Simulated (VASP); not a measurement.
Here is a VASP 6.6.1 calculation.

File INCAR:

```
SYSTEM = Mg5ZnO6
PREC = Accurate
ENCUT = 600
EDIFF = 1E-6
ISMEAR = 0
SIGMA = 0.1
LREAL = .FALSE.
LASPH = .TRUE.
NELM = 80
ALGO = Normal
ISIF = 3
LWAVE = .FALSE.
LCHARG = .FALSE.
GGA = PE
IBRION = 2
NSW = 90
EDIFFG = -0.04
```

KPOINTS

```
regular mesh
0
G
  6 6 2
  0 0 0
```

File POSCAR:

```
Mg5ZnO6
1.0
    3.3112041100      0.0000000000      0.0000000000
    0.0000000000      3.3112041100      0.0000000000
    0.0000000000      0.0000000000     14.0482492900
Mg Zn O
5 1 6
Direct
    0.0000000000      0.0000000000      0.0000000000
    0.5000000000      0.5000000000      0.1666666700
    0.0000000000      0.0000000000      0.3333333300
    0.0000000000      0.0000000000      0.6666666700
    0.5000000000      0.5000000000      0.8333333300
    0.5000000000      0.5000000000      0.5000000000
    0.5000000000      0.0000000000      0.0833333300
    0.0000000000      0.5000000000      0.2500000000
    0.5000000000      0.0000000000      0.4166666700
    0.0000000000      0.5000000000      0.5833333300
    0.5000000000      0.0000000000      0.7500000000
    0.0000000000      0.5000000000      0.9166666700
```

Potentials or basis: VASP PAW PBE potentials, release 64 (Mg, Zn, O).

The run is started by

```sh
$ cat potpaw_PBE.64/Mg/POTCAR potpaw_PBE.64/Zn/POTCAR potpaw_PBE.64/O/POTCAR > POTCAR
$ mpirun -np 1 vasp_std > vasp.out
```

(1) Estimate the band gap on the k mesh.

(2) Predict the relaxed volume.

(3) Estimate the space group after relaxing (to 0.1 Å).

(4) Predict the relaxed cell.

## Answers

(1) 2.50 eV.

(2) 12.23 Å³/atom.

(3) P-4m2 (No. 115).

(4) a = 3.261 Å, b = 3.261 Å, c = 13.803 Å, α = 90.00°, β = 90.00°, γ = 90.00°.
